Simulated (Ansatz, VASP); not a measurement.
One calculation of MgBe2Te3, two programs

```
Mg Be Te
1.0
     7.38470    0.00000    0.00000
    -3.69235    6.39533    0.00000
     0.00000    0.00000    3.21713
Mg Be Te
1 2 3
Direct
  0.00000 0.00000 0.00000
  0.33333 0.66667 0.00000
  0.66667 0.33333 0.00000
  0.50000 0.00000 0.50000
  0.50000 0.50000 0.50000
  0.00000 0.50000 0.50000
```

Change from the starting cell: species swapped into the ErB2Ru3 type (P6/mmm, No. 191).

Alike in both runs: functional PBE; k mesh 6 × 6 × 10; occupations gaussian, width 0.1 eV; no spin polarisation.

Ansatz relaxed the structure, and its values are those at the end. VASP's run is a single point on that final structure, the one shown.

```csv
,VASP,Ansatz
version,VASP 6.6.1,Ansatz 0.2.0
potentials or method,"VASP PAW PBE potentials, release 64 (Mg, Be, Te), cutoff 520 eV","scalar-relativistic, plane waves, PAW"
valence electrons in the cell,24,62
```

```csv
,VASP,Ansatz,Ansatz less VASP
gap on the k mesh at the Fermi level (eV),none,none,-
pressure (GPa),0.0,0.0,-0.02
```

A gap of «none» marks a metal or a gap that the smearing closes. VASP's potentials hold 24 valence electrons a cell and Ansatz's 62, so a difference there can come from the potentials and not from the codes.

Neither program's run includes spin-orbit coupling.
